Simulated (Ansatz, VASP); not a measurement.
One calculation of SiO2, two programs

```xyz
6
Lattice="2.6863 -0.0669 0.0000 -1.2853 2.3598 0.0000 0.0000 0.0000 37.2232" Properties=species:S:1:pos:R:3 pbc="T T T"
Si    0.7005    1.1464    8.0340
Si    0.7005    1.1464   12.9660
O    -0.6235    1.9554    8.9506
O     2.0244    0.3375    7.1162
O     2.0244    0.3375   13.8838
O    -0.6235    1.9554   12.0494
```

Alike in both runs: functional PBE; dispersion D3(BJ); k mesh 12 × 12 × 1; occupations gaussian, width 0.02 eV; no spin polarisation.

Ansatz relaxed the structure, and its values are those at the end. VASP's run is a single point on that final structure, the one shown.

```csv
,VASP,Ansatz
version,VASP 6.6.1,Ansatz 0.2.0
potentials or method,"VASP PAW PBE potentials, release 64 (Si, O), cutoff 520 eV","scalar-relativistic, plane waves, PAW"
valence electrons in the cell,32,32
```

Ansatz gave:

| Property | Result |
| --- | --- |
| gap on the k mesh at the Fermi level (eV) | 6.47 |
| least direct gap on the mesh (eV) | 6.95 |
| rms of the force components (eV/Å) | 0.001 |

Task: Which values does VASP return?

Result: gap on the k mesh at the Fermi level (eV): 6.44; least direct gap on the mesh (eV): 6.93; rms of the force components (eV/Å): 0.006.
